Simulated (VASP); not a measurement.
# AlN (P2_1) in VASP: notebook, part 2 of 2

VASP 6.6.1. Earlier steps stand in the parts before.

**3. Single point, r2SCAN (mode 5 (249.4 1/cm) frozen in, largest displacement +0.150 Å)**

Contents of POSCAR:

```
AlN
1.0
   -3.1066653462      0.0000000000      0.0000000000
    0.0000000000      0.0000000000     -4.9784048411
    0.0000000000     -5.3809022217      0.0000000000
Al N
4 4
Direct
    0.4517167177      0.9983070980      0.1666666667
   -0.0482832823      0.9983070980      0.6666666667
    0.0482832823      0.4983070980      0.3333333333
    0.5482832823      0.4983070980      0.8333333333
    0.5423884814      0.6166929020      0.1666666667
    0.0423884814      0.6166929020      0.6666666667
   -0.0423884814      0.1166929020      0.3333333333
    0.4576115186      0.1166929020      0.8333333333
```

Contents of INCAR.step1:

```
ALGO = Normal
EDIFF = 1E-4
ENCUT = 520
GGA = PE
ISMEAR = 0
LASPH = T
LCHARG = F
LREAL = F
LWAVE = T
NBANDS = 26
NELM = 100
PREC = Accurate
SIGMA = 0.05
```

Contents of INCAR.step2:

```
ALGO = Normal
EDIFF = 1E-7
ENCUT = 520
ISIF = 2
ISMEAR = 0
ISTART = 1
LASPH = T
LCHARG = F
LMIXTAU = T
LREAL = F
LWAVE = F
METAGGA = R2SCAN
NBANDS = 26
NELM = 100
PREC = Accurate
SIGMA = 0.05
```

Contents of KPOINTS:

```
k-points
0
Gamma
  8 6 4
```

Potentials or basis: VASP PAW PBE potentials, release 64 (Al, N).

On the command line:

```
cat potpaw_PBE.64/Al/POTCAR potpaw_PBE.64/N/POTCAR > POTCAR
cp INCAR.step1 INCAR
mpirun -np 1 vasp_std > vasp.out
cp INCAR.step2 INCAR
mpirun -np 1 vasp_std > vasp.out
```

OUTCAR:

```text
EDIFF = 1E-7
   ENCUT = 520
   ISIF = 2
   ISMEAR = 0
   ISTART = 1
   LASPH = T
   LREAL = F
   METAGGA = R2SCAN
   NELM = 100
   PREC = Accurate

 ion  position               nearest neighbor table
   1  0.452  0.998  0.167-   7 1.87   8 1.89   7 1.90   5 1.92   3 2.93   3 2.93   4 3.08   4 3.08
                             2 3.11   2 3.11   2 3.11   2 3.11   3 3.23   3 3.23
   2  0.952  0.998  0.667-   8 1.87   7 1.89   8 1.90   6 1.92   4 2.93   4 2.93   3 3.08   3 3.08
                             1 3.11   1 3.11   1 3.11   1 3.11   4 3.23   4 3.23
   3  0.048  0.498  0.333-   5 1.87   6 1.89   5 1.90   7 1.92   1 2.93   1 2.93   2 3.08   2 3.08
                             4 3.11   4 3.11   4 3.11   4 3.11   1 3.23   1 3.23
   4  0.548  0.498  0.833-   6 1.87   5 1.89   6 1.90   8 1.92   2 2.93   2 2.93   1 3.08   1 3.08
                             3 3.11   3 3.11   3 3.11   3 3.11   2 3.23   2 3.23
   5  0.542  0.617  0.167-   3 1.87   4 1.89   3 1.90   1 1.92
   6  0.042  0.617  0.667-   4 1.87   3 1.89   4 1.90   2 1.92
   7  0.958  0.117  0.333-   1 1.87   2 1.89   1 1.90   3 1.92
   8  0.458  0.117  0.833-   2 1.87   1 1.89   2 1.90   4 1.92

  LATTYP: Found a simple orthorhombic cell.
 ALAT       =     3.1066653462
[... 215 lines left out ...]
 cond. band min:      10.7292824209   @ k =   0.0000   0.0000   0.0000
 fundamental gap:      4.6534857420
 Fermi energy:         6.3175985142

 k-point     1 :       0.0000    0.0000    0.0000
  band No.  band energies     occupation
      1     -10.0386      2.00000
      2      -8.0917      2.00000
      3      -7.9037      2.00000
      4      -7.3765      2.00000
      5      -0.1153      2.00000
      6       0.4229      2.00000
[... 685 lines left out ...]
     25      17.4231      0.00000
     26      18.0262      0.00000

 [... further k-points ...]
[... 5 lines left out ...]
  --------------------------------------------------------------------------------------
  -------------------------------------------------------------------------------------
  Total       -1.3347703     -0.1088899     -0.0153635      0.3318470      0.0000000      0.0000000
  in kB      -25.6966992     -2.0963246     -0.2957754      6.3886448      0.0000000      0.0000000
  external PRESSURE =      -9.3629331 kB  Pullay stress =       0.0000000 kB

 VOLUME and BASIS-vectors are now :
 -----------------------------------------------------------------------------
  energy-cutoff  :      520.00
  volume of cell :       83.22
      direct lattice vectors                 reciprocal lattice vectors
    -3.106665346  0.000000000  0.000000000    -0.321888549  0.000000000  0.000000000
     0.000000000  0.000000000 -4.978404841     0.000000000  0.000000000 -0.200867553
     0.000000000 -5.380902222  0.000000000     0.000000000 -0.185842440  0.000000000

 POSITION                                       TOTAL-FORCE (eV/Angst)
 -----------------------------------------------------------------------------------
     -1.40333     -0.89682     -4.96998        -0.924638      0.107913      0.143342
     -2.95667     -3.58727     -4.96998        -0.924638      0.107913      0.143342
     -0.15000     -1.79363     -2.48077         0.924638     -0.107913      0.143342
     -1.70333     -4.48409     -2.48077         0.924638     -0.107913      0.143342
     -1.68502     -0.89682     -3.07015         0.427365      0.050061     -0.143342
     -0.13169     -3.58727     -3.07015         0.427365      0.050061     -0.143342
     -2.97498     -1.79363     -0.58094        -0.427365     -0.050061     -0.143342
     -1.42165     -4.48409     -0.58094        -0.427365     -0.050061     -0.143342
 -----------------------------------------------------------------------------------
    total drift:                                0.000000      0.000001      0.002369

  FREE ENERGIE OF THE ION-ELECTRON SYSTEM (eV)
  ---------------------------------------------------
  free  energy   TOTEN  =       -76.5218602278 eV

  energy  without entropy=      -76.5218602278  energy(sigma->0) =      -76.52186023
```

OSZICAR.step1:

```text
N       E                     dE             d eps       ncg     rms          rms(c)
DAV:   1     0.110424192781E+03    0.11042E+03   -0.14767E+04  3744   0.111E+03
DAV:   2    -0.590790005609E+02   -0.16950E+03   -0.15918E+03  5044   0.228E+02
DAV:   3    -0.685546568324E+02   -0.94757E+01   -0.94209E+01  5088   0.546E+01
DAV:   4    -0.686390268976E+02   -0.84370E-01   -0.84320E-01  4340   0.594E+00
DAV:   5    -0.686401912599E+02   -0.11644E-02   -0.11641E-02  4990   0.697E-01    0.172E+01
DAV:   6    -0.591638609922E+02    0.94763E+01   -0.29492E+01  4716   0.291E+01    0.599E+00
DAV:   7    -0.592114852996E+02   -0.47624E-01   -0.14750E+00  4442   0.637E+00    0.412E+00
DAV:   8    -0.591943085128E+02    0.17177E-01   -0.15191E-01  4368   0.272E+00    0.675E-01
DAV:   9    -0.591843998518E+02    0.99087E-02   -0.38484E-02  4998   0.102E+00    0.340E-01
DAV:  10    -0.591856128566E+02   -0.12130E-02   -0.51756E-03  4406   0.366E-01    0.197E-01
DAV:  11    -0.591854217630E+02    0.19109E-03   -0.56277E-04  4176   0.132E-01    0.452E-02
DAV:  12    -0.591854270600E+02   -0.52969E-05   -0.18419E-05  2288   0.300E-02
   1 F= -.59185427E+02 E0= -.59185427E+02  d E =-.595006E-16
```

It took 7.8 min on 1 thread of Intel Xeon 6975P-C, shared host; peak memory 0.27 GiB.

What came out:

```
Free energy            : -76.5219 eV
Pressure               : -0.9 GPa
Largest force          : 0.942 eV/Å
Band gap on the k mesh : 4.65 eV
```

Forces on the atoms (eV/Å):
```
Al  -0.925  0.108  0.143
Al  -0.925  0.108  0.143
Al   0.925 -0.108  0.143
Al   0.925 -0.108  0.143
N    0.427  0.050 -0.143
N    0.427  0.050 -0.143
N   -0.427 -0.050 -0.143
N   -0.427 -0.050 -0.143
```

Caveat: the cell differs from its parent crystal (mode 5 (249.4 1/cm) frozen in, largest displacement +0.150 Å); the PAW data sets were made with another functional, which shifts forces and pressure a little. A k mesh can miss the band edges.

**4. Single point, r2SCAN (mode 5 (249.4 1/cm) frozen in, largest displacement -0.100 Å)**

Contents of POSCAR:

```
AlN
1.0
   -3.1066653462      0.0000000000      0.0000000000
    0.0000000000      0.0000000000     -4.9784048411
    0.0000000000     -5.3809022217      0.0000000000
Al N
4 4
Direct
    0.5321888549      0.9983070980      0.1666666667
    0.0321888549      0.9983070980      0.6666666667
   -0.0321888549      0.4983070980      0.3333333333
    0.4678111451      0.4983070980      0.8333333333
    0.4717410124      0.6166929020      0.1666666667
   -0.0282589876      0.6166929020      0.6666666667
    0.0282589876      0.1166929020      0.3333333333
    0.5282589876      0.1166929020      0.8333333333
```

Contents of INCAR.step1:

```
SYSTEM = AlN
PREC = Accurate ; ENCUT = 520
ISMEAR = 0 ; SIGMA = 0.05
LREAL = .FALSE. ; LASPH = .TRUE.
NELM = 60 ; NBANDS = 26
GGA = PE ; ALGO = Normal
EDIFF = 1E-4 ; LWAVE = .TRUE.
LCHARG = .FALSE.
```

Contents of INCAR.step2:

```
SYSTEM = AlN
PREC = Accurate ; ENCUT = 520
EDIFF = 1E-6 ; ISMEAR = 0
SIGMA = 0.05 ; LREAL = .FALSE.
LASPH = .TRUE. ; NELM = 60
ALGO = Normal ; ISIF = 2
LWAVE = .FALSE. ; LCHARG = .TRUE.
METAGGA = R2SCAN ; LMIXTAU = .TRUE.
LELF = .TRUE. ; LVHAR = .TRUE.
NBANDS = 26 ; ISTART = 1
```

Contents of KPOINTS:

```
regular mesh
0
G
  8 6 4
  0 0 0
```

Potentials or basis: VASP PAW PBE potentials, release 64 (Al, N).

On the command line:

```
cat potpaw_PBE.64/Al/POTCAR potpaw_PBE.64/N/POTCAR > POTCAR
cp INCAR.step1 INCAR
mpirun -np 1 vasp_std > vasp.out
cp INCAR.step2 INCAR
mpirun -np 1 vasp_std > vasp.out
```

OUTCAR:

```text
SYSTEM = AlN
   PREC = Accurate
   ENCUT = 520
   EDIFF = 1E-6
   ISMEAR = 0
   LREAL = .FALSE.
   LASPH = .TRUE.
   NELM = 60
   ISIF = 2
   METAGGA = R2SCAN
   ISTART = 1

 ion  position               nearest neighbor table
   1  0.532  0.998  0.167-   7 1.88   8 1.89   7 1.90   5 1.91   3 2.97   3 2.97   4 3.07   4 3.07
                             2 3.11   2 3.11   2 3.11   2 3.11   3 3.17   3 3.17
   2  0.032  0.998  0.667-   8 1.88   7 1.89   8 1.90   6 1.91   4 2.97   4 2.97   3 3.07   3 3.07
                             1 3.11   1 3.11   1 3.11   1 3.11   4 3.17   4 3.17
   3  0.968  0.498  0.333-   5 1.88   6 1.89   5 1.90   7 1.91   1 2.97   1 2.97   2 3.07   2 3.07
                             4 3.11   4 3.11   4 3.11   4 3.11   1 3.17   1 3.17
   4  0.468  0.498  0.833-   6 1.88   5 1.89   6 1.90   8 1.91   2 2.97   2 2.97   1 3.07   1 3.07
[... 934 lines left out ...]

 VOLUME and BASIS-vectors are now :
 -----------------------------------------------------------------------------
  energy-cutoff  :      520.00
  volume of cell :       83.22
      direct lattice vectors                 reciprocal lattice vectors
    -3.106665346  0.000000000  0.000000000    -0.321888549  0.000000000  0.000000000
     0.000000000  0.000000000 -4.978404841     0.000000000  0.000000000 -0.200867553
     0.000000000 -5.380902222  0.000000000     0.000000000 -0.185842440  0.000000000

 POSITION                                       TOTAL-FORCE (eV/Angst)
 -----------------------------------------------------------------------------------
     -1.65333     -0.89682     -4.96998         0.619350      0.048756      0.067073
     -0.10000     -3.58727     -4.96998         0.619350      0.048756      0.067073
     -3.00667     -1.79363     -2.48077        -0.619350     -0.048756      0.067073
     -1.45333     -4.48409     -2.48077        -0.619350     -0.048756      0.067073
     -1.46554     -0.89682     -3.07015        -0.283815      0.021807     -0.067073
     -3.01887     -3.58727     -3.07015        -0.283815      0.021807     -0.067073
     -0.08779     -1.79363     -0.58094         0.283815     -0.021807     -0.067073
     -1.64112     -4.48409     -0.58094         0.283815     -0.021807     -0.067073
 -----------------------------------------------------------------------------------
    total drift:                                0.000000      0.000001      0.004093

  FREE ENERGIE OF THE ION-ELECTRON SYSTEM (eV)
  ---------------------------------------------------
  free  energy   TOTEN  =       -76.7388037135 eV

  energy  without entropy=      -76.7388037135  energy(sigma->0) =      -76.73880371
```

OUTCAR.step1:

```text
SYSTEM = AlN
   PREC = Accurate
   ENCUT = 520
   ISMEAR = 0
   LREAL = .FALSE.
   LASPH = .TRUE.
   NELM = 60
[... 962 lines left out ...]
     -3.01887     -3.58727     -3.07015        -0.233650      0.020460     -0.060673
     -0.08779     -1.79363     -0.58094         0.233650     -0.020460     -0.060673
     -1.64112     -4.48409     -0.58094         0.233650     -0.020460     -0.060673
 -----------------------------------------------------------------------------------
    total drift:                                0.000000      0.000001     -0.001547

  FREE ENERGIE OF THE ION-ELECTRON SYSTEM (eV)
  ---------------------------------------------------
  free  energy   TOTEN  =       -59.3798307234 eV

  energy  without entropy=      -59.3798307234  energy(sigma->0) =      -59.37983072
```

OSZICAR.step1:

```text
N       E                     dE             d eps       ncg     rms          rms(c)
DAV:   1     0.110653470131E+03    0.11065E+03   -0.14775E+04  3744   0.111E+03
DAV:   2    -0.592793909897E+02   -0.16993E+03   -0.15961E+03  5062   0.228E+02
DAV:   3    -0.687871381808E+02   -0.95077E+01   -0.94556E+01  5054   0.547E+01
DAV:   4    -0.688719398587E+02   -0.84802E-01   -0.84753E-01  4352   0.595E+00
DAV:   5    -0.688731097620E+02   -0.11699E-02   -0.11697E-02  4968   0.701E-01    0.172E+01
DAV:   6    -0.593541737118E+02    0.95189E+01   -0.29653E+01  4700   0.291E+01    0.600E+00
DAV:   7    -0.594044467159E+02   -0.50273E-01   -0.15295E+00  4490   0.644E+00    0.414E+00
DAV:   8    -0.593893787216E+02    0.15068E-01   -0.15749E-01  4354   0.275E+00    0.690E-01
DAV:   9    -0.593787809910E+02    0.10598E-01   -0.41507E-02  4964   0.106E+00    0.340E-01
DAV:  10    -0.593800156344E+02   -0.12346E-02   -0.53186E-03  4404   0.370E-01    0.201E-01
DAV:  11    -0.593798259357E+02    0.18970E-03   -0.54682E-04  4192   0.130E-01    0.472E-02
DAV:  12    -0.593798307234E+02   -0.47877E-05   -0.19424E-05  2288   0.310E-02
   1 F= -.59379831E+02 E0= -.59379831E+02  d E =-.275638E-14
```

Wall time 6.9 min (1 thread of Intel Xeon 6975P-C, shared host); peak memory 0.27 GiB.

What came out:

| Property | Result |
| --- | --- |
| Free energy | -76.7388 eV |
| Pressure | -0.7 GPa |
| Largest force | 0.625 eV/Å |
| Band gap on the k mesh | 4.80 eV |

Forces in eV/Å, atoms in the order of the input:
```
Al   0.619  0.049  0.067
Al   0.619  0.049  0.067
Al  -0.619 -0.049  0.067
Al  -0.619 -0.049  0.067
N   -0.284  0.022 -0.067
N   -0.284  0.022 -0.067
N    0.284 -0.022 -0.067
N    0.284 -0.022 -0.067
```

Stress tensor (GPa, compression positive):
```
-1.36 -0.39  0.00
-0.39 -0.32  0.00
 0.00  0.00 -0.28
```

Levels at points of the mesh, in eV from the valence-band top:
| k point | band 13 | band 14 | band 15 | band 16 | band 17 | band 18 | band 19 | band 20 |
| --- | --- | --- | --- | --- | --- | --- | --- | --- |
| (0.00, 0.00, 0.00) | -0.81 | -0.45 | -0.14 | 0.00 | 4.80 | 6.38 | 6.51 | 7.45 |
| (0.50, 0.00, 0.00) | -1.91 | -1.91 | -1.44 | -1.44 | 6.25 | 6.25 | 8.55 | 8.55 |
| (0.00, 0.50, 0.00) | -0.67 | -0.67 | -0.58 | -0.58 | 5.88 | 5.88 | 7.13 | 7.13 |
| (0.50, 0.50, 0.00) | -1.02 | -1.02 | -1.02 | -1.02 | 7.26 | 7.26 | 7.26 | 7.26 |
| (0.00, 0.00, 0.50) | -0.56 | -0.56 | -0.41 | -0.41 | 6.82 | 6.82 | 8.30 | 8.30 |
| (0.50, 0.00, 0.50) | -2.11 | -1.46 | -0.83 | -0.73 | 5.80 | 6.33 | 6.65 | 6.92 |
| (0.00, 0.50, 0.50) | -1.09 | -1.09 | -1.09 | -1.09 | 7.16 | 7.16 | 7.16 | 7.16 |
| (0.50, 0.50, 0.50) | -1.45 | -1.45 | -1.27 | -1.27 | 5.78 | 5.78 | 6.04 | 6.04 |

Caveat: the cell differs from its parent crystal (mode 5 (249.4 1/cm) frozen in, largest displacement -0.100 Å); the PAW data sets were made with another functional, which shifts forces and pressure a little.
